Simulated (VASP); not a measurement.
# W (Fm-3m) in VASP: further runs

The runs below take W through relaxation of cell and atoms, with RPBE.

Everything below comes from runs of VASP 6.6.1. Logs are shortened: lines on timing, memory, paths and dates and some standing lists are left out, and cuts for length are marked.

**1. The cell of the first run**

It takes space group Fm-3m (No. 225, cubic). The conventional cell has a = 4.060 Å, b = 4.060 Å, c = 4.060 Å, α = 90.00°, β = 90.00°, γ = 90.00°. W (site symmetry m-3m) has 12 W at 2.87 Å within 3.8 Å.

**2. Relaxation of cell and atoms, RPBE, target pressure -2 GPa, at which the enthalpy is minimised**

Contents of INCAR:

```
PREC = Accurate
ENCUT = 600
EDIFF = 1E-7
ISMEAR = -1
SIGMA = 0.1
LREAL = False
LASPH = True
NELM = 80
ALGO = Normal
ISIF = 3
LWAVE = False
LCHARG = False
GGA = RP
IBRION = 2
NSW = 80
EDIFFG = -0.01
PSTRESS = -20.0
```

Contents of KPOINTS:

```
Automatic mesh
0
Gamma
  5 5 5
```

Contents of POSCAR:

```
W
1.0
    0.0000000000      2.0300000000      2.0300000000
    2.0300000000      0.0000000000      2.0300000000
    2.0300000000      2.0300000000      0.0000000000
W
1
Direct
    0.0000000000      0.0000000000      0.0000000000
```

Potentials or basis: VASP PAW PBE potentials, release 64 (W_sv).

Command:

```sh
$ cat potpaw_PBE.64/W_sv/POTCAR > POTCAR
$ mpirun -np 1 vasp_std > vasp.out
```

OUTCAR:

```text
PREC = Accurate
   ENCUT = 600
   EDIFF = 1E-7
   ISMEAR = -1
   LREAL = False
   LASPH = True
   NELM = 80
   ISIF = 3
   GGA = RP
   IBRION = 2
   NSW = 80
   EDIFFG = -0.01
   PSTRESS = -20.0

 ion  position               nearest neighbor table
   1  0.000  0.000  0.000-

  LATTYP: Found a face centered cubic cell.
 ALAT       =     4.0600000000

  Lattice vectors:

 A1 = (   0.0000000000,   2.0300000000,   2.0300000000)
 A2 = (   2.0300000000,   0.0000000000,   2.0300000000)
 A3 = (   2.0300000000,   2.0300000000,   0.0000000000)

Analysis of symmetry for initial positions (statically):
=====================================================================
 Subroutine PRICEL returns:
 Original cell was already a primitive cell.

 Routine SETGRP: Setting up the symmetry group for a
 face centered cubic supercell.

 Subroutine GETGRP returns: Found 48 space group operations
 (whereof 48 operations were pure point group operations)
 out of a pool of 48 trial point group operations.

The static configuration has the point symmetry O_h .

Analysis of symmetry for dynamics (positions and initial velocities):
=====================================================================
 Subroutine PRICEL returns:
 Original cell was already a primitive cell.

 Routine SETGRP: Setting up the symmetry group for a
 face centered cubic supercell.

 Subroutine GETGRP returns: Found 48 space group operations
 (whereof 48 operations were pure point group operations)
 out of a pool of 48 trial point group operations.

The dynamic configuration has the point symmetry O_h .

 Subroutine INISYM returns: Found 48 space group operations
 (whereof 48 operations are pure point group operations),
 and found     1 'primitive' translations

----------------------------------------------------------------------------------------

                                     Primitive cell

  volume of cell :      16.7309

  direct lattice vectors                    reciprocal lattice vectors
     0.000000000  2.030000000  2.030000000    -0.246305419  0.246305419  0.246305419
     2.030000000  0.000000000  2.030000000     0.246305419 -0.246305419  0.246305419
     2.030000000  2.030000000  0.000000000     0.246305419  0.246305419 -0.246305419

  length of vectors
     2.870853532  2.870853532  2.870853532     0.426613499  0.426613499  0.426613499

  position of ions in fractional coordinates (direct lattice)
     0.000000000  0.000000000  0.000000000

  ion indices of the primitive-cell ions
   primitive index   ion index
                 1           1

----------------------------------------------------------------------------------------

 KPOINTS: Automatic mesh

Automatic generation of k-mesh.
 Grid dimensions read from file:
 generate k-points for:    5    5    5

 Generating k-lattice:

  Cartesian coordinates                     Fractional coordinates (reciprocal lattice)
    -0.049261084  0.049261084  0.049261084     0.200000000  0.000000000  0.000000000
     0.049261084 -0.049261084  0.049261084     0.000000000  0.200000000  0.000000000
     0.049261084  0.049261084 -0.049261084     0.000000000  0.000000000  0.200000000

  Length of vectors
     0.085322700  0.085322700  0.085322700

  Shift w.r.t. Gamma in fractional coordinates (k-lattice)
     0.000000000  0.000000000  0.000000000

 Subroutine IBZKPT returns following result:
 ===========================================

 Found     10 irreducible k-points:

 Following reciprocal coordinates:
            Coordinates               Weight
  0.000000  0.000000  0.000000      1.000000
  0.200000  0.000000  0.000000      8.000000
  0.400000  0.000000  0.000000      8.000000
  0.200000  0.200000  0.000000      6.000000
  0.400000  0.200000  0.000000     24.000000
 -0.400000  0.200000  0.000000     24.000000
 -0.200000  0.200000  0.000000     12.000000
  0.400000  0.400000  0.000000      6.000000
 -0.400000  0.400000  0.000000     12.000000
 -0.400000  0.400000  0.200000     24.000000
   k-points           NKPTS =     10   k-points in BZ     NKDIM =     10   number of bands    NBANDS=     11
   number of dos      NEDOS =    301   number of ions     NIONS =      1
   total plane-waves  NPLWV =  13824
   dimension x,y,z NGX =    24 NGY =   24 NGZ =   24
   dimension x,y,z NGXF=    48 NGYF=   48 NGZF=   48
   ions per type =               1
   NGX,Y,Z   is equivalent  to a cutoff of  13.90, 13.90, 13.90 a.u.
   NGXF,Y,Z  is equivalent  to a cutoff of  27.80, 27.80, 27.80 a.u.
 SYSTEM =  unknown system
   PREC   = accura    normal or accurate (medium, high low for compatibility)
   ISTART =      0    job   : 0-new  1-cont  2-samecut
   ICHARG =      2    charge: 1-file 2-atom 10-const
   ISPIN  =      1    spin polarized calculation?
   LNONCOLLINEAR =      F non collinear calculations
   LSORBIT =      F    spin-orbit coupling
   LASPH  =      T    aspherical Exc in radial PAW
   ENCUT  =  600.0 eV  44.10 Ry    6.64 a.u.   5.73  5.73  5.73*2*pi/ulx,y,z
   NELM   =     80;   NELMIN=  2; NELMDL= -5     # of ELM steps
   EDIFF  = 0.1E-06   stopping-criterion for ELM
   LREAL  =      F    real-space projection
   EDIFFG = -.1E-01   stopping-criterion for IOM
   NSW    =     80    number of steps for IOM
   IBRION =      2    ionic relax: 0-MD 1-quasi-New 2-CG
   NFREE  =      1    steps in history (QN), initial steepest desc. (CG)
   ISIF   =      3    stress and relaxation
   ISYM   =      2    0-nonsym 1-usesym 2-fastsym
   POTIM  = 0.5000    time-step for ionic-motion
   TEBEG  =    0.0;   TEEND  =   0.0 temperature during run
   PSTRESS=  -20.0 pullay stress
   NELECT =      14.0000    total number of electrons
   NUPDOWN=      -1.0000    fix difference up-down
   EMIN   =  10.00;   EMAX   =-10.00  energy-range for DOS
   EFERMI =   0.00;   METHOD = LEGACY
   ISMEAR =    -1;   SIGMA  =   0.10  broadening in eV -4-tet -1-fermi 0-gaus
   EFERMI_NEDOS =   21; number of points for ismear=-14 and -15
   IALGO  =     38    algorithm
   IMIX   =      4    mixing-type and parameters
     AMIX     =   0.40;   BMIX     =  1.00
     AMIX_MAG =   1.60;   BMIX_MAG =  1.00
  volume/ion in A,a.u.               =      16.73       112.91
  Fermi-wavevector in a.u.,A,eV,Ry     =   1.542688  2.915258 32.380324  2.379887
  Thomas-Fermi vector in A             =   2.648457
   LORBIT       =      0    0 simple, 1 ext, 2 COOP (PROOUT), +10 PAW based schemes
   GGA     = RP    functional components
   LHFCALC =     F    Hartree Fock is set to
   AEXX    =    0.0000 exact exchange contribution
   IVDW    =     0    specifies the selected vdW correction
   LEPSILON=     F    determine dielectric tensor
   LRPA    =     F    only Hartree local field effects (RPA)
 conjugate gradient relaxation of ions
 non-spin polarized calculation
  energy-cutoff  :      600.00
  volume of cell :       16.73
 maximum number of plane-waves:       565
   NGX = 11   NGY = 11   NGZ = 11

--------------------------------------- Ionic step        1  -------------------------------------------

 number of electron      14.0000002 magnetization

 Free energy of the ion-electron system (eV)
  ---------------------------------------------------
  ext. energy  EPLUGINS =         0.00000000
  ---------------------------------------------------
  free energy    TOTEN  =       -11.96667688 eV

  energy without entropy =      -11.93151054  energy(sigma->0) =      -11.94909371

------------------------ aborting loop because EDIFF is reached ----------------------------------------

  FORCE on cell =-STRESS in cart. coord.  units (eV):
  Direction    XX          YY          ZZ          XY          YZ          ZX
  --------------------------------------------------------------------------------------
  -------------------------------------------------------------------------------------
  Total       -0.1243516     -0.1243516     -0.1243516      0.0000000     -0.0000000      0.0000000
  in kB      -11.9081357    -11.9081357    -11.9081357      0.0000000     -0.0000000      0.0000000
  external PRESSURE =       8.0918643 kB  Pullay stress =     -20.0000000 kB

 VOLUME and BASIS-vectors are now :
 -----------------------------------------------------------------------------
  energy-cutoff  :      600.00
  volume of cell :       16.73
      direct lattice vectors                 reciprocal lattice vectors
     0.000000000  2.030000000  2.030000000    -0.246305419  0.246305419  0.246305419
     2.030000000  0.000000000  2.030000000     0.246305419 -0.246305419  0.246305419
     2.030000000  2.030000000  0.000000000     0.246305419  0.246305419 -0.246305419

 POSITION                                       TOTAL-FORCE (eV/Angst)
 -----------------------------------------------------------------------------------
      0.00000      0.00000      0.00000         0.000000      0.000000      0.000000
 -----------------------------------------------------------------------------------
    total drift:                               -0.000000      0.000000      0.000000

  FREE ENERGIE OF THE ION-ELECTRON SYSTEM (eV)
  ---------------------------------------------------
  free  energy   TOTEN  =       -11.9666768761 eV

  energy  without entropy=      -11.9315105375  energy(sigma->0) =      -11.94909371
[... 17 lines left out ...]
 VOLUME and BASIS-vectors are now :
 -----------------------------------------------------------------------------
  energy-cutoff  :      600.00
  volume of cell :       16.94
      direct lattice vectors                 reciprocal lattice vectors
    -0.000000000  2.038275292  2.038275292    -0.245305431  0.245305431  0.245305431
     2.038275292 -0.000000000  2.038275292     0.245305431 -0.245305431  0.245305431
     2.038275292  2.038275292 -0.000000000     0.245305431  0.245305431 -0.245305431

 POSITION                                       TOTAL-FORCE (eV/Angst)
 -----------------------------------------------------------------------------------
      0.00000      0.00000      0.00000         0.000000      0.000000      0.000000
 -----------------------------------------------------------------------------------
    total drift:                               -0.000000     -0.000000     -0.000000

  FREE ENERGIE OF THE ION-ELECTRON SYSTEM (eV)
  ---------------------------------------------------
  free  energy   TOTEN  =       -11.9630377772 eV

  energy  without entropy=      -11.9274099967  energy(sigma->0) =      -11.94522389

  enthalpy is  TOTEN    =       -12.1744538149 eV   P V=       -0.2114160377

--------------------------------------- Ionic step        3  -------------------------------------------

 number of electron      14.0000002 magnetization

 Free energy of the ion-electron system (eV)
  ---------------------------------------------------
  ext. energy  EPLUGINS =         0.00000000
  ---------------------------------------------------
  free energy    TOTEN  =       -11.96618076 eV

  energy without entropy =      -11.93089762  energy(sigma->0) =      -11.94853919

 E-fermi :  10.5851     XC(G=0): -13.2573

 val. band max:       10.2083729700   @ k =   0.2000   0.0000   0.0000
 cond. band min:      10.7165460702   @ k =   0.2000   0.2000   0.0000
 fundamental gap:      0.5081731002
 Fermi energy:        10.5850971874

 k-point     1 :       0.0000    0.0000    0.0000
  band No.  band energies     occupation
      1     -63.4722      2.00000
      2     -27.1280      2.00000
      3     -27.1280      2.00000
      4     -27.1280      2.00000
      5       1.3950      2.00000
      6       9.7453      1.99955
      7       9.7453      1.99955
      8       9.7453      1.99955
      9      12.7882      0.00000
     10      12.7882      0.00000
     11      22.9846      0.00000

 k-point     2 :       0.2000    0.0000    0.0000
  band No.  band energies     occupation
      1     -63.4393      2.00000
      2     -27.5096      2.00000
      3     -27.1779      2.00000
      4     -27.1779      2.00000
      5       2.9206      2.00000
      6       8.8764      2.00000
      7      10.2084      1.95481
      8      10.2084      1.95481
      9      12.5830      0.00000
     10      12.5830      0.00000
     11      24.0708      0.00000

 k-point     3 :       0.4000    0.0000    0.0000
  band No.  band energies     occupation
      1     -63.3857      2.00000
      2     -28.0911      2.00000
      3     -27.2574      2.00000
      4     -27.2574      2.00000
      5       4.7069      2.00000
      6       9.6863      1.99975
      7       9.6863      1.99975
      8       9.9505      1.99650
      9      14.5698      0.00000
     10      14.5698      0.00000
     11      21.0466      0.00000
[... 109 lines left out ...]
 VOLUME and BASIS-vectors are now :
 -----------------------------------------------------------------------------
  energy-cutoff  :      600.00
  volume of cell :       16.78
      direct lattice vectors                 reciprocal lattice vectors
    -0.000000000  2.032005109  2.032005109    -0.246062374  0.246062374  0.246062374
     2.032005109 -0.000000000  2.032005109     0.246062374 -0.246062374  0.246062374
     2.032005109  2.032005109 -0.000000000     0.246062374  0.246062374 -0.246062374

 POSITION                                       TOTAL-FORCE (eV/Angst)
 -----------------------------------------------------------------------------------
      0.00000      0.00000      0.00000        -0.000000      0.000000      0.000000
 -----------------------------------------------------------------------------------
    total drift:                               -0.000000     -0.000000     -0.000000

  FREE ENERGIE OF THE ION-ELECTRON SYSTEM (eV)
  ---------------------------------------------------
  free  energy   TOTEN  =       -11.9661807587 eV

  energy  without entropy=      -11.9308976156  energy(sigma->0) =      -11.94853919

  enthalpy is  TOTEN    =       -12.1756517053 eV   P V=       -0.2094709466

 reached required accuracy - stopping structural energy minimisation
```

Wall time 15 s (1 thread of AMD EPYC 7R13, shared host); peak memory 0.12 GiB.

Results:

| Item | Value |
| --- | --- |
| Free energy | -11.9662 eV |
| Relaxed volume | 16.78 Å³/atom |
| Relaxed cell | a = 2.874 Å, b = 2.874 Å, c = 2.874 Å, α = 60.00°, β = 60.00°, γ = 60.00° |
| Space group after relaxing (to 0.05 Å) | Fm-3m (No. 225) |
| Energy change on relaxing (the enthalpy is what falls) | +0.5 meV/atom |
| Ionic steps | 3 |
| Pressure after relaxing | -2.0 GPa |
| Band gap on the k mesh | zero (band 7 reaches 11.70 eV, above the bottom of band 8 at 9.75 eV) |

Step by step:
```tsv
step	energy change (eV)	largest force (eV/Å)	pressure (GPa)	volume (Å³)
1	0.0000	0.0000	-1.19	16.73
2	0.0036	0.0000	-4.43	16.94
3	0.0005	0.0000	-1.99	16.78
```

Final structure:
```
CELL_PARAMETERS angstrom
0.00000 2.03201 2.03201
2.03201 0.00000 2.03201
2.03201 2.03201 0.00000
ATOMIC_POSITIONS crystal
W 0.00000 0.00000 0.00000
```

Levels at points of the mesh, in eV from the Fermi level:
```csv
k point,band 4,band 5,band 6,band 7,band 8,band 9,band 10,band 11
"(0.00, 0.00, 0.00)",-37.71,-9.19,-0.84,-0.84,-0.84,2.20,2.20,12.40
```

Caveat: the k points lie up to 0.54 Å⁻¹ apart in the final cell; the cell is relaxed towards a set pressure, so the enthalpy falls and the energy may rise; the PAW data sets were made with another functional, which shifts forces and pressure a little; spin-orbit coupling is left out, which moves the levels of the heavy elements.

**3. Relaxation of cell and atoms, RPBE**

Contents of INCAR:

```
SYSTEM = W
PREC = Accurate
ENCUT = 600
EDIFF = 1E-7
ISMEAR = -1
SIGMA = 0.1
LREAL = .FALSE.
LASPH = .TRUE.
NELM = 100
ALGO = Normal
ISIF = 3
LWAVE = .FALSE.
LCHARG = .FALSE.
GGA = RP
IBRION = 2
NSW = 80
EDIFFG = -0.01
```

Contents of KPOINTS:

```
Automatic mesh
0
G
  5 5 5
  0 0 0
```

POSCAR is that of step 2.

Potentials or basis: VASP PAW PBE potentials, release 64 (W_sv).

Command:

```sh
$ cat potpaw_PBE.64/W_sv/POTCAR > POTCAR
$ mpirun -np 1 vasp_std > vasp.out
```

Run time: 16 s. Hardware: 1 thread of AMD EPYC 7R13, shared host; peak memory 0.11 GiB.

The run converged. Its results:

* Free energy: -11.9670 eV
* Relaxed volume: 16.66 Å³/atom
* Relaxed cell: a = 2.867 Å, b = 2.867 Å, c = 2.867 Å, α = 60.00°, β = 60.00°, γ = 60.00°
* Space group after relaxing (to 0.05 Å): Fm-3m (No. 225)
* Energy gained by relaxing: 0.3 meV/atom
* Ionic steps: 3
* Pressure after relaxing: 0.0 GPa
* Band gap on the k mesh: zero (band 7 reaches 11.83 eV, above the bottom of band 8 at 9.84 eV)

Step by step:
```tsv
step	energy change (eV)	largest force (eV/Å)	pressure (GPa)	volume (Å³)
1	0.0000	0.0000	-1.19	16.73
2	0.0024	0.0000	3.91	16.43
3	-0.0003	0.0000	0.00	16.66
```

Final structure:
```
W
1.0
     0.00000    2.02704    2.02704
     2.02704    0.00000    2.02704
     2.02704    2.02704    0.00000
W
1
Direct
  0.00000 0.00000 0.00000
```

Levels at points of the mesh, in eV from the Fermi level:
```tsv
k point	band 5	band 6	band 7	band 8	band 9	band 10
(0.00, 0.00, 0.00)	-9.23	-0.85	-0.85	-0.85	2.22	2.22
```

Caveat: the k points lie up to 0.54 Å⁻¹ apart in the final cell; the PAW data sets were made with another functional, which shifts forces and pressure a little; spin-orbit coupling is left out, which moves the levels of the heavy elements.
